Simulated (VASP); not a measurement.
A run of VASP 6.6.1 is set up as follows.

Contents of INCAR:

```
PREC = Accurate
ENCUT = 520
EDIFF = 1E-6
ISMEAR = 0
SIGMA = 0.15
LREAL = False
LASPH = True
NELM = 80
ALGO = Fast
ISIF = 2
LWAVE = False
LCHARG = False
GGA = PS
NBANDS = 17
```

Contents of KPOINTS:

```
Automatic mesh
0
Gamma
  18 18 10
```

Contents of POSCAR:

```
Hf
1.0
    3.0768223295      0.0000000000      0.0000000000
   -1.5384111648      2.6646063003      0.0000000000
    0.0000000000      0.0000000000      5.0578000000
Hf
2
Direct
    0.3333333333      0.6666666667      0.2500000000
    0.6666666667      0.3333333333      0.7500000000
```

Potentials or basis: VASP PAW PBE potentials, release 64 (Hf_pv).

Run with:

```bash
$ cat potpaw_PBE.64/Hf_pv/POTCAR > POTCAR
$ mpirun -np 1 vasp_std > vasp.out
```

Question: What does it give for the band gap on the k mesh?

Answer: Zero (bands 10 and 11 overlap by 1.47 eV).

Question: What does it give for the pressure?

Answer: 4.5 GPa.

Stress tensor (GPa, compression positive):
```
6.13 0.00 0.00
0.00 6.13 0.00
0.00 0.00 1.15
```

Caveat: the cell differs from its parent crystal (strain -0.0375 x Voigt [1, 1, 0, 0, 0, 0]); the cell stands under pressure; the PAW data sets were made with another functional, which shifts forces and pressure a little; spin-orbit coupling is left out, which moves the levels of the heavy elements.
